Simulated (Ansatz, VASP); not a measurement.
## Two plane-wave programs on GaSb

```
CELL_PARAMETERS angstrom
0.00000 3.06588 3.06588
3.06588 0.00000 3.06588
3.06588 3.06588 0.00000
ATOMIC_POSITIONS crystal
Ga 0.00000 0.00000 0.00000
Sb 0.25000 0.25000 0.25000
```

Alike in both runs: task single point; functional PBE-based global hybrid with a share of 0.1 of exact exchange; k mesh 4 × 4 × 4; occupations fermi-dirac, width 0.02 eV; no spin polarisation.

|  | VASP | Ansatz |
| --- | --- | --- |
| version | VASP 6.6.1 | Ansatz 0.2.0 |
| potentials or method | VASP PAW PBE potentials, release 64 (Ga_d, Sb) | plane waves |
| plane-wave cutoff (eV) | 520 | 420 |
| valence electrons in the cell | 18 | 28 |

|  | VASP | Ansatz | Ansatz less VASP |
| --- | --- | --- | --- |
| pressure (GPa) | 1.2 | 1.3 | +0.10 |

VASP's potentials were made for PBE, not for PBE-based global hybrid. VASP's potentials hold 18 valence electrons a cell and Ansatz's 28, so a difference there can come from the potentials and not from the codes. Ansatz's warnings: stress exchange threshold loose, stress scf threshold loose.

The k mesh is coarse, so the values compare programs but aren't converged. Spin-orbit coupling is off throughout.
